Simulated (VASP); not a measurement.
P, 2 atoms in the cell. The typed cell holds 2 atoms: a = 4.365 Å, b = 4.365 Å, c = 3.441 Å, α = 90.00°, β = 90.00°, γ = 144.23°. 

| Quantity | Value |
| --- | --- |
| Program | VASP 6.6.1 |
| Task | single point |
| Functional | PBE |
| Potentials or basis | VASP PAW PBE potentials, release 64 (P) |
| Cutoff | 520 eV |
| k mesh | 14 × 14 × 11 |
| Occupations | fermi-dirac, width 0.1 eV |
| Spin | no spin polarisation |
| Dipole correction | no |
| Further INCAR settings | ALGO = Normal; EDIFF = 1e-06; NBANDS = 12 |

Potentials or basis: VASP PAW PBE potentials, release 64 (P).

Run with:

```console
$ cat potpaw_PBE.64/P/POTCAR > POTCAR
$ mpirun -np 1 vasp_std > vasp.out
```

Hardware: 1 thread of Intel(R) Xeon(R) Platinum 8488C (Sapphire Rapids) (shared host).

How long does it take, and how much memory?

Wall time 110 s on 1 thread of Intel(R) Xeon(R) Platinum 8488C (Sapphire Rapids), with other jobs on the host, peak memory 0.33 GiB. Counts: scf iterations 12, k points 582.
